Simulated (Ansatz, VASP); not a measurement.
## Ta2Si in VASP and in Ansatz

```
CELL_PARAMETERS angstrom
-3.06838 3.06838 2.51990
3.06838 -3.06838 2.51990
3.06838 3.06838 -2.51990
ATOMIC_POSITIONS crystal
Ta 0.66307 0.83693 0.50000
Ta 0.83693 0.33693 0.17387
Ta 0.33693 0.16307 0.50000
Ta 0.16307 0.66307 0.82613
Si 0.25000 0.25000 0.00000
Si 0.75000 0.75000 0.00000
```

Alike in both runs: functional PBEsol; k mesh 10 × 10 × 10; occupations gaussian, width 0.1 eV; no spin polarisation.

Ansatz relaxed the structure, and its values are those at the end. VASP's run is a single point on that final structure, the one shown.

|  | VASP | Ansatz |
| --- | --- | --- |
| version | VASP 6.6.1 | Ansatz 0.2.0 |
| potentials or method | VASP PAW PBE potentials, release 64 (Ta_pv, Si), cutoff 520 eV | scalar-relativistic, plane waves, PAW |
| valence electrons in the cell | 52 | 60 |

```csv
,VASP,Ansatz,Ansatz less VASP
gap on the k mesh at the Fermi level (eV),none,none,-
pressure (GPa),0.3,0.0,-0.28
```

VASP's potentials were made for PBE, not for PBEsol. A gap of «none» marks a metal or a gap that the smearing closes. VASP's potentials hold 52 valence electrons a cell and Ansatz's 60, so a difference there can come from the potentials and not from the codes.

Neither program's run includes spin-orbit coupling.
